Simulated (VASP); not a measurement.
# Mo8P9 (a cell with a defect) in VASP: notebook

Mo8P9 (a cell with a defect) is run at these levels: PBE; tasks: single point.

Everything below comes from runs of VASP 6.6.1. Logs are shortened: lines on timing, memory, paths and dates and some standing lists are left out, and cuts for length are marked.

## Step 1: The cell of the first run

The cell holds a defect, 17 atoms: a = 6.390 Å, b = 6.482 Å, c = 6.482 Å, α = 120.00°, β = 90.00°, γ = 90.00°.

## Step 2: Single point, PBE

INCAR

```
  PREC = Accurate
  ENCUT = 520
  EDIFF = 1E-6
  ISMEAR = 0
  SIGMA = 0.1
  LREAL = Auto
  LASPH = True
  NELM = 60
  ALGO = Normal
  ISIF = 2
  LWAVE = False
  LCHARG = True
  GGA = PE
  LELF = True
  LVHAR = True
  NBANDS = 92
```

KPOINTS

```
regular mesh
0
Gamma
  4 4 4
```

POSCAR

```
Mo8P9
1.0
    0.0000000000      0.0000000000     -6.3904533199
    6.4820862140      0.0000000001      0.0000000000
   -3.2410431070     -5.6136513309      0.0000000000
Mo P
8 9
Direct
    0.5124623929      0.5263862461     -0.0007898602
    0.0056035148      0.4944179694      0.0272729799
    0.5028419486     -0.0133912600     -0.0016335179
   -0.0819187582     -0.2033113648     -0.1272583490
    0.5067621713      0.5283250824      0.5239235262
    0.0126696802      0.4928912354      0.4575806100
    0.4855938765      0.0427279049      0.5161606643
    0.0044912307      0.0234497420      0.5227916426
    0.2459061856      0.8337375912      0.1785958801
    0.7453033082      0.8518838192      0.2105082647
    0.3031756752      0.3523073856      0.1663494836
    0.7282887093      0.3346854469      0.1667814663
    0.2432857142      0.8503483061      0.6876866361
    0.7143460364      0.8668852888      0.6424561818
    0.2404460096      0.3726111198      0.6877450651
    0.7693000408      0.3602123494      0.6785172031
    1.0614772788      0.1191045850      1.1631906962
```

Potentials or basis: VASP PAW PBE potentials, release 64 (Mo_sv, P).

The run is started by

```
> cat potpaw_PBE.64/Mo_sv/POTCAR potpaw_PBE.64/P/POTCAR > POTCAR
> mpirun -np 1 vasp_std > vasp.out
```

OUTCAR:

```text
PREC = Accurate
   ENCUT = 520
   EDIFF = 1E-6
   ISMEAR = 0
   LREAL = Auto
   LASPH = True
   NELM = 60
   ISIF = 2
   GGA = PE

 ion  position               nearest neighbor table
   1  0.512  0.526  0.999-  11 2.34  10 2.38   9 2.43  16 2.44  12 2.44  15 2.47   3 2.99   5 3.09
                             7 3.14   2 3.17   2 3.26   7 3.35   5 3.40   4 3.45
   2  0.006  0.494  0.027-  12 2.44  15 2.45   9 2.45  11 2.47  16 2.49  10 2.61   4 2.67   6 2.79
                            17 2.99   8 3.17   1 3.17   1 3.26   8 3.33
   3  0.503  0.987  0.998-  13 2.41  11 2.42  12 2.43  14 2.44   9 2.49  10 2.50   4 2.87  17 2.99
                             1 2.99   5 3.02   7 3.19   7 3.32   5 3.46
   4  0.918  0.797  0.873-  14 2.19  17 2.19  10 2.31   6 2.49  13 2.51  16 2.63   2 2.67   9 2.81
                             3 2.87  15 3.15   8 3.31   5 3.33   1 3.45
   5  0.507  0.528  0.524-  14 2.34  11 2.39  12 2.46  16 2.47  13 2.47  15 2.47   3 3.02   1 3.09
                             7 3.13   6 3.18   6 3.25   4 3.33   7 3.36   1 3.40   3 3.46
   6  0.013  0.493  0.458-  17 2.23  12 2.44  15 2.47  11 2.47   4 2.49  13 2.51  16 2.54   2 2.79
                            14 2.84   5 3.18   8 3.25   5 3.25   8 3.28
   7  0.486  0.043  0.516-  14 2.24  10 2.40  15 2.43   9 2.45  16 2.54  13 2.56   8 3.08   5 3.13
                             1 3.14   3 3.19   8 3.32   3 3.32   1 3.35   5 3.36
   8  0.004  0.023  0.523-  10 2.41  16 2.42  14 2.42  13 2.44  15 2.47   9 2.48  17 2.72   7 3.08
                             2 3.17   6 3.25   6 3.28   4 3.31   7 3.32   2 3.33
   9  0.246  0.834  0.179-  17 2.24   1 2.43   2 2.45   7 2.45   8 2.48   3 2.49   4 2.81
  10  0.745  0.852  0.211-   4 2.31   1 2.38   7 2.40   8 2.41   3 2.50   2 2.61  14 2.76  17 2.78

  11  0.303  0.352  0.166-  17 2.15   1 2.34   5 2.39   3 2.42   2 2.47   6 2.47  12 2.72
  12  0.728  0.335  0.167-   3 2.43   2 2.44   6 2.44   1 2.44   5 2.46  17 2.54  11 2.72
  13  0.243  0.850  0.688-   3 2.41   8 2.44   5 2.47   4 2.51   6 2.51   7 2.56  17 2.92
  14  0.714  0.867  0.642-   4 2.19   7 2.24   5 2.34   8 2.42   3 2.44  10 2.76   6 2.84
  15  0.240  0.373  0.688-   7 2.43   2 2.45   1 2.47   5 2.47   6 2.47   8 2.47   4 3.15
  16  0.769  0.360  0.679-   8 2.42   1 2.44   5 2.47   2 2.49   6 2.54   7 2.54   4 2.63
  17  0.061  0.119  0.163-  11 2.15   4 2.19   6 2.23   9 2.24  12 2.54   8 2.72  10 2.78  13 2.92
                             3 2.99   2 2.99

  LATTYP: Found a hexagonal cell.
 ALAT       =     6.4820862140
 C/A-ratio  =     0.9858636724

  Lattice vectors:

 A1 = (   6.4820862140,   0.0000000001,   0.0000000000)
 A2 = (  -3.2410431070,  -5.6136513309,   0.0000000000)
 A3 = (   0.0000000000,   0.0000000000,  -6.3904533199)

Analysis of symmetry for initial positions (statically):
=====================================================================
 Subroutine PRICEL returns:
 Original cell was already a primitive cell.

 Routine SETGRP: Setting up the symmetry group for a
 hexagonal supercell.

 Subroutine GETGRP returns: Found  1 space group operations
 (whereof  1 operations were pure point group operations)
 out of a pool of 24 trial point group operations.

The static configuration has the point symmetry C_1 .

Analysis of symmetry for dynamics (positions and initial velocities):
=====================================================================
 Subroutine PRICEL returns:
 Original cell was already a primitive cell.

 Routine SETGRP: Setting up the symmetry group for a
 hexagonal supercell.

 Subroutine GETGRP returns: Found  1 space group operations
 (whereof  1 operations were pure point group operations)
 out of a pool of 24 trial point group operations.

The dynamic configuration has the point symmetry C_1 .

 Subroutine INISYM returns: Found  1 space group operations
 (whereof  1 operations are pure point group operations),
 and found     1 'primitive' translations

----------------------------------------------------------------------------------------

                                     Primitive cell

  volume of cell :     232.5369

  direct lattice vectors                    reciprocal lattice vectors
     0.000000000  0.000000000 -6.390453320     0.000000000  0.000000000 -0.156483421
     6.482086214  0.000000000  0.000000000     0.154271321 -0.089068588  0.000000000
    -3.241043107 -5.613651331  0.000000000     0.000000000 -0.178137177  0.000000000

  length of vectors
     6.390453320  6.482086214  6.482086214     0.156483421  0.178137177  0.178137177

  position of ions in fractional coordinates (direct lattice)
     0.512462393  0.526386246  0.999210140
     0.005603515  0.494417969  0.027272980
     0.502841949  0.986608740  0.998366482
     0.918081242  0.796688635  0.872741651
     0.506762171  0.528325082  0.523923526
     0.012669680  0.492891235  0.457580610
[... 9 lines left out ...]
     0.769300041  0.360212349  0.678517203
     0.061477279  0.119104585  0.163190696

  ion indices of the primitive-cell ions
   primitive index   ion index
                 1           1
                 2           2
                 3           3
                 4           4
                 5           5
                 6           6
[... 9 lines left out ...]
                16          16
                17          17

----------------------------------------------------------------------------------------

 KPOINTS: regular mesh

Automatic generation of k-mesh.
 Grid dimensions read from file:
 generate k-points for:    4    4    4

 Generating k-lattice:

  Cartesian coordinates                     Fractional coordinates (reciprocal lattice)
     0.000000000  0.000000000 -0.039120855     0.250000000  0.000000000  0.000000000
     0.038567830 -0.022267147  0.000000000     0.000000000  0.250000000  0.000000000
     0.000000000 -0.044534294  0.000000000     0.000000000 -0.000000000  0.250000000

  Length of vectors
     0.039120855  0.044534294  0.044534294

  Shift w.r.t. Gamma in fractional coordinates (k-lattice)
     0.000000000  0.000000000  0.000000000

 Subroutine IBZKPT returns following result:
 ===========================================

 Found     36 irreducible k-points:

 Following reciprocal coordinates:
            Coordinates               Weight
  0.000000  0.000000  0.000000      1.000000
  0.250000  0.000000  0.000000      2.000000
  0.500000  0.000000  0.000000      1.000000
  0.000000  0.250000  0.000000      2.000000
  0.000000  0.000000  0.250000      2.000000
  0.000000 -0.250000  0.250000      2.000000
[... 16 lines left out ...]
  0.500000  0.000000  0.500000      1.000000
  0.500000  0.500000  0.500000      1.000000
 [... further k-points ...]
   k-points           NKPTS =     36   k-points in BZ     NKDIM =     36   number of bands    NBANDS=     92
   number of dos      NEDOS =    301   number of ions     NIONS =     17
   total plane-waves  NPLWV = 110592
   dimension x,y,z NGX =    48 NGY =   48 NGZ =   48
   dimension x,y,z NGXF=    96 NGYF=   96 NGZF=   96
   ions per type =               8   9
   NGX,Y,Z   is equivalent  to a cutoff of  12.49, 12.31, 12.31 a.u.
   NGXF,Y,Z  is equivalent  to a cutoff of  24.97, 24.62, 24.62 a.u.
 SYSTEM =  unknown system
   PREC   = accura    normal or accurate (medium, high low for compatibility)
   ISTART =      0    job   : 0-new  1-cont  2-samecut
   ICHARG =      2    charge: 1-file 2-atom 10-const
   ISPIN  =      1    spin polarized calculation?
   LNONCOLLINEAR =      F non collinear calculations
   LSORBIT =      F    spin-orbit coupling
   LASPH  =      T    aspherical Exc in radial PAW
   ENCUT  =  520.0 eV  38.22 Ry    6.18 a.u.  11.88 12.05 12.05*2*pi/ulx,y,z
   NELM   =     60;   NELMIN=  2; NELMDL= -5     # of ELM steps
   EDIFF  = 0.1E-05   stopping-criterion for ELM
   LREAL  =      T    real-space projection
   EDIFFG = 0.1E-04   stopping-criterion for IOM
   NSW    =      0    number of steps for IOM
   IBRION =     -1    ionic relax: 0-MD 1-quasi-New 2-CG
   NFREE  =      0    steps in history (QN), initial steepest desc. (CG)
   ISIF   =      2    stress and relaxation
   ISYM   =      2    0-nonsym 1-usesym 2-fastsym
   POTIM  = 0.5000    time-step for ionic-motion
   TEBEG  =    0.0;   TEEND  =   0.0 temperature during run
   PSTRESS=    0.0 pullay stress
   NELECT =     157.0000    total number of electrons
   NUPDOWN=      -1.0000    fix difference up-down
   EMIN   =  10.00;   EMAX   =-10.00  energy-range for DOS
   EFERMI =   0.00;   METHOD = LEGACY
   ISMEAR =     0;   SIGMA  =   0.10  broadening in eV -4-tet -1-fermi 0-gaus
   EFERMI_NEDOS =   21; number of points for ismear=-14 and -15
   IALGO  =     38    algorithm
   IMIX   =      4    mixing-type and parameters
     AMIX     =   0.40;   BMIX     =  1.00
     AMIX_MAG =   1.60;   BMIX_MAG =  1.00
  volume/ion in A,a.u.               =      13.68        92.31
  Fermi-wavevector in a.u.,A,eV,Ry     =   1.436186  2.713998 28.063795  2.062631
  Thomas-Fermi vector in A             =   2.555402
   LORBIT       =      0    0 simple, 1 ext, 2 COOP (PROOUT), +10 PAW based schemes
   GGA     = PE    functional components
   LHFCALC =     F    Hartree Fock is set to
   AEXX    =    0.0000 exact exchange contribution
   IVDW    =     0    specifies the selected vdW correction
   LEPSILON=     F    determine dielectric tensor
   LRPA    =     F    only Hartree local field effects (RPA)
 non-spin polarized calculation
 Gauss-broadening in eV      SIGMA  =   0.10
  energy-cutoff  :      520.00
  volume of cell :      232.54
 maximum number of plane-waves:      6292
 NGX is ok and might be reduce to    48
   NGX = 23   NGY = 25   NGZ = 25

 number of electron     156.9999997 magnetization

 Free energy of the ion-electron system (eV)
  ---------------------------------------------------
  ext. energy  EPLUGINS =         0.00000000
  ---------------------------------------------------
  free energy    TOTEN  =      -139.19983570 eV

  energy without entropy =     -139.15318342  energy(sigma->0) =     -139.17650956

 E-fermi :  12.6570     XC(G=0): -12.7567

 val. band max:       12.6487357287   @ k =   0.0000   0.0000   0.2500
 cond. band min:      12.6611105102   @ k =   0.2500   0.2500   0.5000
 fundamental gap:      0.0123747815
 Fermi energy:        12.6569949426

 k-point     1 :       0.0000    0.0000    0.0000
  band No.  band energies     occupation
      1     -48.5920      2.00000
      2     -48.5736      2.00000
      3     -48.5441      2.00000
      4     -48.5298      2.00000
      5     -48.5057      2.00000
      6     -48.4878      2.00000
[... 82 lines left out ...]
     89      14.3544      0.00000
     90      14.5280      0.00000

 k-point     2 :       0.2500    0.0000    0.0000
  band No.  band energies     occupation
      1     -48.5913      2.00000
      2     -48.5727      2.00000
      3     -48.5450      2.00000
      4     -48.5300      2.00000
      5     -48.5058      2.00000
      6     -48.4881      2.00000
[... 2035 lines left out ...]
     89      14.2935      0.00000
     90      14.5187      0.00000

 k-point    24 :       0.5000    0.5000    0.5000
  band No.  band energies     occupation
      1     -48.5869      2.00000
      2     -48.5708      2.00000
      3     -48.5472      2.00000
      4     -48.5307      2.00000
      5     -48.5076      2.00000
      6     -48.4852      2.00000
[... 82 lines left out ...]
     89      14.5433      0.00000
     90      14.8159      0.00000

 [... further k-points ...]

 [bands above 90 left out]

------------------------ aborting loop because EDIFF is reached ----------------------------------------

  FORCE on cell =-STRESS in cart. coord.  units (eV):
  Direction    XX          YY          ZZ          XY          YZ          ZX
  --------------------------------------------------------------------------------------
  -------------------------------------------------------------------------------------
  Total       27.7697751     37.7124601     25.1079032      0.0450436      2.5026809      3.3191183
  in kB      191.3335104    259.8385249    172.9932363      0.3103501     17.2434501     22.8686962
  external PRESSURE =     208.0550905 kB  Pullay stress =       0.0000000 kB

 VOLUME and BASIS-vectors are now :
 -----------------------------------------------------------------------------
  energy-cutoff  :      520.00
  volume of cell :      232.54
      direct lattice vectors                 reciprocal lattice vectors
     0.000000000  0.000000000 -6.390453320     0.000000000  0.000000000 -0.156483421
     6.482086214  0.000000000  0.000000000     0.154271321 -0.089068588  0.000000000
    -3.241043107 -5.613651331  0.000000000     0.000000000 -0.178137177  0.000000000

 POSITION                                       TOTAL-FORCE (eV/Angst)
 -----------------------------------------------------------------------------------
      0.17360     -5.60922     -3.27487        -0.022453     -0.018767      0.008530
      3.11647     -0.15310     -0.03581         0.089658      0.030808      0.096156
      3.15953     -5.60448     -3.21339         0.004344     -0.047834      0.052522
      2.33561     -4.89927     -5.86696         0.350661      0.172167      0.061578
      1.72659     -2.94112     -3.23844         0.006372      0.071245      0.010575
      1.71193     -2.56870     -0.08096         0.011654      0.059097     -0.028251
[... 9 lines left out ...]
      0.13582     -3.80896     -4.91618         0.062470     -0.024221      0.040710
      0.24314     -0.91610     -0.39287        -0.511931     -0.485552     -0.282164
 -----------------------------------------------------------------------------------
    total drift:                               -0.011069      0.000554      0.002726

  FREE ENERGIE OF THE ION-ELECTRON SYSTEM (eV)
  ---------------------------------------------------
  free  energy   TOTEN  =      -139.1998357022 eV

  energy  without entropy=     -139.1531834172  energy(sigma->0) =     -139.17650956
```

It took 12 min on 1 thread of Intel Xeon 6975P-C (Granite Rapids), shared host; peak memory 0.61 GiB.

Results:

```yaml
Free_energy: -139.1998 eV
Pressure: 20.8 GPa
Largest_force: 0.760 eV/Å
Band_gap_on_the_k_mesh: zero (an odd number of electrons rules out a gap without spin polarisation)
```

Forces in eV/Å, atoms in the order of the input:
```
Mo  -0.022 -0.019  0.009
Mo   0.090  0.031  0.096
Mo   0.004 -0.048  0.053
Mo   0.351  0.172  0.062
Mo   0.006  0.071  0.011
Mo   0.012  0.059 -0.028
Mo   0.080  0.115  0.008
Mo  -0.043 -0.118  0.008
P   -0.052 -0.024  0.049
P   -0.035  0.128 -0.183
P    0.026  0.049  0.127
P   -0.079  0.058 -0.089
P    0.015  0.010 -0.065
P    0.066  0.072  0.195
P    0.032 -0.047 -0.011
P    0.062 -0.024  0.041
P   -0.512 -0.486 -0.282
```

## Step 3: Single point, PBE

INCAR

```
SYSTEM = Mo8P9
ALGO = Normal ; EDIFF = 1E-7
ENCUT = 520 ; GGA = PE
ISIF = 2 ; ISMEAR = 0
LASPH = .TRUE. ; LCHARG = .TRUE.
LELF = .TRUE. ; LREAL = Auto
LVHAR = .TRUE. ; LWAVE = .FALSE.
NBANDS = 92 ; NELM = 60
PREC = Accurate ; SIGMA = 0.1
```

KPOINTS

```
k-points
0
G
  4 4 4
  0 0 0
```

POSCAR

```
Mo8P9
1.0
    0.0000000000      0.0000000000     -6.3904533199
    6.4820862140      0.0000000001      0.0000000000
   -3.2410431070     -5.6136513309      0.0000000000
Mo P
8 9
Direct
    0.5056376814      0.5328687790      0.0115238721
    0.0058000580      0.5365722212      0.0569574028
    0.5132787669     -0.0217433831     -0.0141230717
   -0.0587374606     -0.1982327659     -0.1146392895
    0.5059695828      0.5023053300      0.5148260606
    0.0100249539      0.4760882146      0.4625467182
    0.4884184022      0.0362917844      0.5209290402
    0.0048041975      0.0185992602      0.5204938511
    0.2438315284      0.8689271249      0.1750252985
    0.7385959593      0.8663913804      0.2132321602
    0.3026320518      0.3356040078      0.1674705009
    0.7249022515      0.3375976955      0.1693733622
    0.2568384304      0.8226464956      0.6576532425
    0.7241350133      0.8295111717      0.6216146665
    0.2402156660      0.3691380001      0.6957708575
    0.7676892005      0.3590274097      0.6899219014
    1.0259289399      0.1616192972      0.9846972450
```

Potentials or basis: VASP PAW PBE potentials, release 64 (Mo_sv, P).

The run is started by

```
> cat potpaw_PBE.64/Mo_sv/POTCAR potpaw_PBE.64/P/POTCAR > POTCAR
> mpirun -np 1 vasp_std > vasp.out
```

Run time: 19 min. Hardware: 1 thread of Intel Xeon Platinum 8488C (Sapphire Rapids), shared host; peak memory 0.61 GiB.

The run converged. Its results:

* Free energy: -139.0609 eV
* Pressure: 20.9 GPa
* Largest force: 0.052 eV/Å
* Band gap on the k mesh: zero (an odd number of electrons rules out a gap without spin polarisation)

Forces in eV/Å, atoms in the order of the input:
```
Mo  -0.001 -0.004  0.001
Mo  -0.023 -0.005 -0.006
Mo   0.001  0.000  0.004
Mo   0.026 -0.016  0.007
Mo   0.003  0.000  0.000
Mo  -0.010  0.023 -0.004
Mo  -0.001 -0.001  0.000
Mo   0.002  0.001  0.002
P    0.000 -0.001  0.001
P   -0.002 -0.005 -0.002
P   -0.006  0.028  0.043
P   -0.004  0.015 -0.028
P    0.001 -0.001  0.000
P   -0.001  0.006 -0.001
P    0.000  0.000  0.001
P   -0.002  0.000 -0.002
P    0.019 -0.041 -0.016
```

Stress tensor (GPa, compression positive):
```
25.06  0.78  0.31
 0.78 19.86  0.80
 0.31  0.80 17.70
```

Levels at points of the mesh, in eV from the Fermi level:
```
           k point  band 76  band 77  band 78  band 79  band 80  band 81
(0.00, 0.00, 0.00)    -0.38    -0.36    -0.12    -0.07     0.10     0.64
(0.50, 0.00, 0.00)    -0.60    -0.44    -0.11     0.11     0.29     0.42
(0.00, 0.50, 0.00)    -0.74    -0.66    -0.45    -0.24    -0.01     0.20
(0.00, 0.00, 0.50)    -0.82    -0.51    -0.29    -0.20     0.20     0.46
(0.00, 0.50, 0.50)    -0.91    -0.72    -0.28    -0.21     0.15     0.32
(0.50, 0.50, 0.00)    -0.69    -0.61    -0.48     0.22     0.31     0.36
(0.50, 0.00, 0.50)    -0.65    -0.57    -0.21     0.03     0.36     0.48
(0.50, 0.50, 0.50)    -1.08    -0.46     0.04     0.09     0.56     0.69
```
